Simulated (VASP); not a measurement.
# Pt in VASP: notebook, part 2 of 2

VASP 6.6.1.

### 4 Single point, PBE

This run uses another cell than the first one: it holds 1 atom, not 27.

The input, INCAR:

```
PREC = Accurate
ENCUT = 500
EDIFF = 1E-6
ISMEAR = -1
SIGMA = 0.05
LREAL = False
LASPH = True
NELM = 120
ALGO = Normal
ISIF = 2
LWAVE = False
LCHARG = True
GGA = PE
LELF = True
LVHAR = True
NBANDS = 11
GGA_COMPAT = False
```

The input, KPOINTS:

```
Automatic mesh
0
Gamma
  10 10 10
```

The input, POSCAR:

```
Pt
1.0
   -0.0392180000      1.9609000000      1.9609000000
    1.9609000000     -0.0392180000      1.9609000000
    1.9216820000      1.9216820000      0.0000000000
Pt
1
Direct
    0.0000000000      0.0000000000      0.0000000000
```

Started as:

```bash
$ cat potpaw_PBE.64/Pt/POTCAR > POTCAR
$ mpirun -np 1 vasp_std > vasp.out
```

Run time: 19 s. Hardware: 1 thread of Intel Xeon Platinum 8488C (Sapphire Rapids), shared host; peak memory 0.14 GiB.

The run converged. Its results:

| Quantity | Value |
| --- | --- |
| Free energy | -6.0658 eV |
| Pressure | 10.3 GPa |
| Band gap on the k mesh | zero (bands 5 and 6 overlap by 2.29 eV) |

Stress tensor (GPa, compression positive):
```
10.75  3.61  0.00
 3.61 10.75  0.00
 0.00  0.00  9.29
```

Levels at points of the mesh, in eV from the Fermi level:
```
           k point  band 1  band 2  band 3  band 4  band 5  band 6  band 7  band 8  band 9  band 10
(0.00, 0.00, 0.00)  -10.23   -4.03   -3.86   -3.55   -1.63   -1.61   14.60   18.96   19.62    20.26
(0.50, 0.00, 0.00)   -7.40   -4.08   -3.61   -0.65   -0.14    0.10    5.57   14.34   19.00    19.57
(0.50, 0.50, 0.00)   -7.12   -6.63    0.00    0.46    0.52    1.77    8.87   10.65   12.15    20.05
(0.00, 0.00, 0.50)   -7.29   -4.11   -3.66   -0.31   -0.04    0.18    6.14   14.05   18.41    18.97
(0.50, 0.00, 0.50)   -7.10   -6.64   -0.05    0.47    0.53    1.78    8.91   11.39   11.40    20.15
```

Caveat: the cell stands under pressure; spin-orbit coupling is left out, which moves the levels of the heavy elements.

### 5 Single point, PBE

This run uses another cell than the first one: it holds 1 atom, not 27.

The input, INCAR:

```
ALGO     = Normal         # electronic algorithm
EDIFF    = 1E-6           # SCF threshold, eV
ENCUT    = 500            # plane-wave cutoff, eV
GGA      = PE             # functional
GGA_COMPAT= False        
ISIF     = 2              # what is computed and relaxed
ISMEAR   = -1             # smearing method
LASPH    = True           # aspherical terms in the spheres
LCHARG   = False          # write CHGCAR
LREAL    = False          # projectors in reciprocal space
LWAVE    = False          # write WAVECAR
NBANDS   = 11             # bands
NELM     = 120            # most SCF steps
PREC     = Accurate       # precision mode
SIGMA    = 0.05           # smearing width, eV
```

The input, KPOINTS:

```
k-points
0
Gamma
  10 10 10
```

The input, POSCAR:

```
Pt
1.0
   -0.0196090000      1.9609000000      1.9609000000
    1.9609000000     -0.0196090000      1.9609000000
    1.9412910000      1.9412910000      0.0000000000
Pt
1
Direct
    0.0000000000      0.0000000000      0.0000000000
```

Started as:

```bash
$ cat potpaw_PBE.64/Pt/POTCAR > POTCAR
$ mpirun -np 1 vasp_std > vasp.out
```

Wall time 24 s (1 thread of Intel Xeon Platinum 8488C (Sapphire Rapids), shared host); peak memory 0.14 GiB.

Results (log left out):

| Item | Value |
| --- | --- |
| Free energy | -6.0713 eV |
| Pressure | 9.9 GPa |
| Band gap on the k mesh | zero (bands 5 and 6 overlap by 2.23 eV) |

Stress tensor (GPa, compression positive):
```
10.00  1.85  0.00
 1.85 10.00  0.00
 0.00  0.00  9.61
```

Levels at points of the mesh, in eV from the Fermi level:
| k point | band 2 | band 3 | band 4 | band 5 | band 6 | band 7 | band 8 | band 9 |
| --- | --- | --- | --- | --- | --- | --- | --- | --- |
| (0.00, 0.00, 0.00) | -3.92 | -3.82 | -3.68 | -1.64 | -1.64 | 14.62 | 19.27 | 19.60 |
| (0.50, 0.00, 0.00) | -3.97 | -3.74 | -0.57 | -0.05 | 0.06 | 5.69 | 14.26 | 18.98 |
| (0.50, 0.50, 0.00) | -6.63 | -0.01 | 0.47 | 0.50 | 1.77 | 8.87 | 11.01 | 11.76 |
| (0.00, 0.00, 0.50) | -3.99 | -3.77 | -0.40 | -0.01 | 0.11 | 5.98 | 14.12 | 18.68 |
| (0.50, 0.00, 0.50) | -6.63 | -0.02 | 0.48 | 0.49 | 1.77 | 8.88 | 11.38 | 11.38 |

Caveat: the cell stands under pressure; spin-orbit coupling is left out, which moves the levels of the heavy elements.

### 6 Single point, PBE

This run uses another cell than the first one: it holds 1 atom, not 27.

The input, INCAR:

```
PREC = Accurate
ENCUT = 500
EDIFF = 1E-6
ISMEAR = -1
SIGMA = 0.05
LREAL = False
LASPH = True
NELM = 120
ALGO = Normal
ISIF = 2
LWAVE = False
LCHARG = False
GGA = PE
NBANDS = 11
GGA_COMPAT = False
```

The input, KPOINTS:

```
Automatic mesh
0
Gamma
  10 10 10
```

The input, POSCAR:

```
Pt
1.0
   -0.0098045000      1.9609000000      1.9609000000
    1.9609000000     -0.0098045000      1.9609000000
    1.9510955000      1.9510955000      0.0000000000
Pt
1
Direct
    0.0000000000      0.0000000000      0.0000000000
```

Potentials or basis: VASP PAW PBE potentials, release 64 (Pt).

Started as:

```bash
$ cat potpaw_PBE.64/Pt/POTCAR > POTCAR
$ mpirun -np 1 vasp_std > vasp.out
```

OUTCAR:

```text
PREC = Accurate
   ENCUT = 500
   EDIFF = 1E-6
   ISMEAR = -1
   LREAL = False
   LASPH = True
   NELM = 120
   ISIF = 2
   GGA = PE

 ion  position               nearest neighbor table
   1  0.000  0.000  0.000-

  LATTYP: Found a body centered orthorhombic cell.
 ALAT       =     2.7592657176
 B/A-ratio  =     1.0100502513
 C/A-ratio  =     1.4213201632

  Lattice vectors:

 A1 = (   0.0098045000,  -1.9609000000,  -1.9609000000)
 A2 = (  -0.0098045000,   1.9609000000,  -1.9609000000)
 A3 = (   1.9609000000,  -0.0098045000,   1.9609000000)

Analysis of symmetry for initial positions (statically):
=====================================================================
 Subroutine PRICEL returns:
 Original cell was already a primitive cell.

 Routine SETGRP: Setting up the symmetry group for a
 body centered orthorhombic supercell.

 Subroutine GETGRP returns: Found  8 space group operations
 (whereof  8 operations were pure point group operations)
 out of a pool of  8 trial point group operations.

The static configuration has the point symmetry D_2h.

Analysis of symmetry for dynamics (positions and initial velocities):
=====================================================================
 Subroutine PRICEL returns:
 Original cell was already a primitive cell.

 Routine SETGRP: Setting up the symmetry group for a
 body centered orthorhombic supercell.

 Subroutine GETGRP returns: Found  8 space group operations
 (whereof  8 operations were pure point group operations)
 out of a pool of  8 trial point group operations.

The dynamic configuration has the point symmetry D_2h.

 Subroutine INISYM returns: Found  8 space group operations
 (whereof  8 operations are pure point group operations),
 and found     1 'primitive' translations

----------------------------------------------------------------------------------------

                                     Primitive cell

  volume of cell :      15.0794

  direct lattice vectors                    reciprocal lattice vectors
    -0.009804500  1.960900000  1.960900000    -0.253716374  0.253716374  0.254984956
     1.960900000 -0.009804500  1.960900000     0.253716374 -0.253716374  0.254984956
     1.951095500  1.951095500  0.000000000     0.256266287  0.256266287 -0.254984956

  length of vectors
     2.773148706  2.773148706  2.759265718     0.440183285  0.440183285  0.443127688

  position of ions in fractional coordinates (direct lattice)
     0.000000000  0.000000000  0.000000000

  ion indices of the primitive-cell ions
   primitive index   ion index
                 1           1

----------------------------------------------------------------------------------------

 KPOINTS: Automatic mesh

Automatic generation of k-mesh.
 Grid dimensions read from file:
 generate k-points for:   10   10   10

 Generating k-lattice:

  Cartesian coordinates                     Fractional coordinates (reciprocal lattice)
    -0.025371637  0.025371637  0.025498496     0.100000000  0.000000000  0.000000000
     0.025371637 -0.025371637  0.025498496     0.000000000  0.100000000  0.000000000
     0.025626629  0.025626629 -0.025498496     0.000000000  0.000000000  0.100000000

  Length of vectors
     0.044018329  0.044018329  0.044312769

  Shift w.r.t. Gamma in fractional coordinates (k-lattice)
     0.000000000  0.000000000  0.000000000

 Subroutine IBZKPT returns following result:
 ===========================================

 Found    171 irreducible k-points:

 Following reciprocal coordinates:
            Coordinates               Weight
  0.000000  0.000000  0.000000      1.000000
  0.100000 -0.000000  0.000000      4.000000
  0.200000 -0.000000  0.000000      4.000000
  0.300000  0.000000  0.000000      4.000000
  0.400000 -0.000000  0.000000      4.000000
  0.500000 -0.000000  0.000000      2.000000
[... 16 lines left out ...]
  0.300000  0.300000  0.000000      2.000000
  0.400000  0.300000  0.000000      4.000000
 [... further k-points ...]
   k-points           NKPTS =    171   k-points in BZ     NKDIM =    171   number of bands    NBANDS=     11
   number of dos      NEDOS =    301   number of ions     NIONS =      1
   total plane-waves  NPLWV =   8000
   dimension x,y,z NGX =    20 NGY =   20 NGZ =   20
   dimension x,y,z NGXF=    40 NGYF=   40 NGZF=   40
   ions per type =               1
   NGX,Y,Z   is equivalent  to a cutoff of  11.99, 11.99, 12.05 a.u.
   NGXF,Y,Z  is equivalent  to a cutoff of  23.98, 23.98, 24.10 a.u.
 SYSTEM =  unknown system
   PREC   = accura    normal or accurate (medium, high low for compatibility)
   ISTART =      0    job   : 0-new  1-cont  2-samecut
   ICHARG =      2    charge: 1-file 2-atom 10-const
   ISPIN  =      1    spin polarized calculation?
   LNONCOLLINEAR =      F non collinear calculations
   LSORBIT =      F    spin-orbit coupling
   LASPH  =      T    aspherical Exc in radial PAW
   ENCUT  =  500.0 eV  36.75 Ry    6.06 a.u.   5.06  5.06  5.03*2*pi/ulx,y,z
   NELM   =    120;   NELMIN=  2; NELMDL= -5     # of ELM steps
   EDIFF  = 0.1E-05   stopping-criterion for ELM
   LREAL  =      F    real-space projection
   EDIFFG = 0.1E-04   stopping-criterion for IOM
   NSW    =      0    number of steps for IOM
   IBRION =     -1    ionic relax: 0-MD 1-quasi-New 2-CG
   NFREE  =      0    steps in history (QN), initial steepest desc. (CG)
   ISIF   =      2    stress and relaxation
   ISYM   =      2    0-nonsym 1-usesym 2-fastsym
   POTIM  = 0.5000    time-step for ionic-motion
   TEBEG  =    0.0;   TEEND  =   0.0 temperature during run
   PSTRESS=    0.0 pullay stress
   NELECT =      10.0000    total number of electrons
   NUPDOWN=      -1.0000    fix difference up-down
   EMIN   =  10.00;   EMAX   =-10.00  energy-range for DOS
   EFERMI =   0.00;   METHOD = LEGACY
   ISMEAR =    -1;   SIGMA  =   0.05  broadening in eV -4-tet -1-fermi 0-gaus
   EFERMI_NEDOS =   21; number of points for ismear=-14 and -15
   IALGO  =     38    algorithm
   IMIX   =      4    mixing-type and parameters
     AMIX     =   0.40;   BMIX     =  1.00
     AMIX_MAG =   1.60;   BMIX_MAG =  1.00
  volume/ion in A,a.u.               =      15.08       101.76
  Fermi-wavevector in a.u.,A,eV,Ry     =   1.427621  2.697813 27.730067  2.038102
  Thomas-Fermi vector in A             =   2.547771
   LORBIT       =      0    0 simple, 1 ext, 2 COOP (PROOUT), +10 PAW based schemes
   GGA     = PE    functional components
   LHFCALC =     F    Hartree Fock is set to
   AEXX    =    0.0000 exact exchange contribution
   IVDW    =     0    specifies the selected vdW correction
   LEPSILON=     F    determine dielectric tensor
   LRPA    =     F    only Hartree local field effects (RPA)
 non-spin polarized calculation
  energy-cutoff  :      500.00
  volume of cell :       15.08
 maximum number of plane-waves:       392
   NGX = 11   NGY = 11   NGZ =  9

 number of electron      10.0000001 magnetization

 Free energy of the ion-electron system (eV)
  ---------------------------------------------------
  ext. energy  EPLUGINS =         0.00000000
  ---------------------------------------------------
  free energy    TOTEN  =        -6.07264147 eV

  energy without entropy =       -6.06063429  energy(sigma->0) =       -6.06663788

 E-fermi :  11.2837     XC(G=0): -13.4912

 val. band max:       11.2734963981   @ k =   0.5000   0.5000   0.0000
 cond. band min:      11.2914905535   @ k =   0.0000   0.0000   0.5000
 fundamental gap:      0.0179941554
 Fermi energy:        11.2837131302

 k-point     1 :       0.0000    0.0000    0.0000
  band No.  band energies     occupation
      1       1.0491      2.00000
      2       7.4213      2.00000
      3       7.4779      2.00000
      4       7.5422      2.00000
      5       9.6363      2.00000
      6       9.6374      2.00000
      7      25.9060      0.00000
      8      30.7108      0.00000
      9      30.8737      0.00000
     10      31.0357      0.00000
     11      36.2150      0.00000
[... 309 lines left out ...]
 k-point    24 :       0.4000    0.3000    0.0000
  band No.  band energies     occupation
      1       4.6437      2.00000
      2       5.3004      2.00000
      3       8.6513      2.00000
      4       9.9839      2.00000
      5      11.2118      1.61642
      6      11.4820      0.03719
      7      23.1425      0.00000
      8      25.7593      0.00000
      9      26.0466      0.00000
     10      31.2669      0.00000
     11      33.2288      0.00000

 [... further k-points ...]

------------------------ aborting loop because EDIFF is reached ----------------------------------------

  FORCE on cell =-STRESS in cart. coord.  units (eV):
  Direction    XX          YY          ZZ          XY          YZ          ZX
  --------------------------------------------------------------------------------------
  -------------------------------------------------------------------------------------
  Total        0.9229427      0.9229427      0.9134664      0.0877843      0.0000000      0.0000000
  in kB       98.0618002     98.0618002     97.0549449      9.3269971      0.0000000      0.0000000
  external PRESSURE =      97.7261817 kB  Pullay stress =       0.0000000 kB

 VOLUME and BASIS-vectors are now :
 -----------------------------------------------------------------------------
  energy-cutoff  :      500.00
  volume of cell :       15.08
      direct lattice vectors                 reciprocal lattice vectors
    -0.009804500  1.960900000  1.960900000    -0.253716374  0.253716374  0.254984956
     1.960900000 -0.009804500  1.960900000     0.253716374 -0.253716374  0.254984956
     1.951095500  1.951095500  0.000000000     0.256266287  0.256266287 -0.254984956

 POSITION                                       TOTAL-FORCE (eV/Angst)
 -----------------------------------------------------------------------------------
      0.00000      0.00000      0.00000         0.000000      0.000000      0.000000
 -----------------------------------------------------------------------------------
    total drift:                                0.000000      0.000000      0.000000

  FREE ENERGIE OF THE ION-ELECTRON SYSTEM (eV)
  ---------------------------------------------------
  free  energy   TOTEN  =        -6.0726414744 eV

  energy  without entropy=       -6.0606342920  energy(sigma->0) =       -6.06663788
```

Run time: 18 s. Hardware: 1 thread of Intel Xeon Platinum 8488C (Sapphire Rapids), shared host; peak memory 0.14 GiB.

What came out:

```yaml
Free_energy: -6.0726 eV
Pressure: 9.8 GPa
Band_gap_on_the_k_mesh: zero (bands 5 and 6 overlap by 2.22 eV)
```

Caveat: the cell stands under pressure; spin-orbit coupling is left out, which moves the levels of the heavy elements.

### 7 Summary

| level | cell | k mesh | cutoff (eV) | smearing | tolerance level | purpose | cell repeated | dipole correction | gap on the mesh (eV) | pressure (GPa) |
| --- | --- | --- | --- | --- | --- | --- | --- | --- | --- | --- |
| PBEsol | a = 8.319 Å, angles 60.0°, 27 atoms, atomic positions A | 3 × 3 × 3 | 370 | methfessel-paxton 0.1 eV | standard | forces in a large cell | 3 × 3 × 3 | - | none | -1.2 |
| PBE | a = 2.773 Å, angles 60.0°, 1 atom, atomic positions B | 10 × 10 × 10 | 500 | fermi-dirac 0.05 eV | - | - | - | no | none | 9.7 |
| PBE | a = 2.773, b = 2.773, c = 2.718 Å, angles 60.7, 60.7, 61.3°, 1 atom, atomic positions B | 10 × 10 × 10 | 500 | fermi-dirac 0.05 eV | - | - | - | no | none | 10.3 |
| PBE | a = 2.773, b = 2.773, c = 2.745 Å, angles 60.3, 60.3, 60.7°, 1 atom, atomic positions B | 10 × 10 × 10 | 500 | fermi-dirac 0.05 eV | - | - | - | no | none | 9.9 |
| PBE | a = 2.773, b = 2.773, c = 2.759 Å, angles 60.2, 60.2, 60.3°, 1 atom, atomic positions B | 10 × 10 × 10 | 500 | fermi-dirac 0.05 eV | - | - | - | no | none | 9.8 |

Alike in all rows: task single point; potentials or basis VASP PAW PBE potentials, release 64 (Pt); no spin polarisation.

Caveats: spin-orbit coupling is left out, which moves the levels of the heavy elements; the cell stands under pressure (at least some runs); the PAW data sets were made with another functional, which shifts forces and pressure a little (at least some runs).

Absolute energies hang on the potentials; compare differences alone.
